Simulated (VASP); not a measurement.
**ScRhC6N6: single point with PBE**

Crystal: ScRhC6N6.

```
Sc Rh C N
1.0
     0.00000    5.36318    5.36318
     5.36318    0.00000    5.36318
     5.36318    5.36318    0.00000
Sc Rh C N
1 1 6 6
Direct
  0.50000 0.50000 0.50000
  0.00000 0.00000 0.00000
  0.81326 0.18674 0.18674
  0.18674 0.81326 0.18674
  0.18674 0.18674 0.81326
  0.18674 0.81326 0.81326
  0.81326 0.18674 0.81326
  0.81326 0.81326 0.18674
  0.70457 0.29543 0.29543
  0.29543 0.70457 0.29543
  0.29543 0.29543 0.70457
  0.29543 0.70457 0.70457
  0.70457 0.29543 0.70457
  0.70457 0.70457 0.29543
```

```
Program                : VASP 6.6.1
Task                   : single point
Functional             : PBE
Potentials or basis    : VASP PAW PBE potentials, release 64 (Sc_sv, Rh_pv, C, N)
Cutoff                 : 520 eV
k mesh                 : 4 × 4 × 4
Occupations            : gaussian, width 0.02 eV
Spin                   : no spin polarisation
Dipole correction      : no
Further INCAR settings : ALGO = Normal; EDIFF = 1e-06; NBANDS = 53
```

The pressure is 0.5 GPa and the largest force is 0.419 eV/Å. The band gap on the k mesh is 3.93 eV (least direct gap 4.08 eV).

Forces on the atoms (eV/Å):
```
Sc   0.000  0.000  0.000
Rh   0.000  0.000  0.000
C   -0.419  0.000  0.000
C    0.000 -0.419  0.000
C    0.000  0.000 -0.419
C    0.419  0.000  0.000
C    0.000  0.419  0.000
C    0.000  0.000  0.419
N    0.366  0.000  0.000
N    0.000  0.366  0.000
N    0.000  0.000  0.366
N   -0.366  0.000  0.000
N    0.000 -0.366  0.000
N    0.000  0.000 -0.366
```

Levels at points of the mesh, in eV from the valence-band top:
```csv
k point,band 37,band 38,band 39,band 40,band 41,band 42,band 43,band 44
"(0.00, 0.00, 0.00)",-1.07,-0.57,-0.57,-0.57,4.12,4.12,4.12,5.31
"(0.50, 0.00, 0.00)",-1.02,-0.23,-0.18,-0.18,3.93,4.00,4.00,5.53
"(0.50, 0.50, 0.00)",-0.84,-0.58,0.00,0.00,4.13,4.28,4.28,5.33
```

It took 3 min on 1 thread of Intel(R) Xeon(R) Platinum 8124M CPU @ 3.00GHz (Skylake/Cascade Lake), with other jobs on the host, peak memory 0.49 GiB.

A k mesh can miss the band edges.
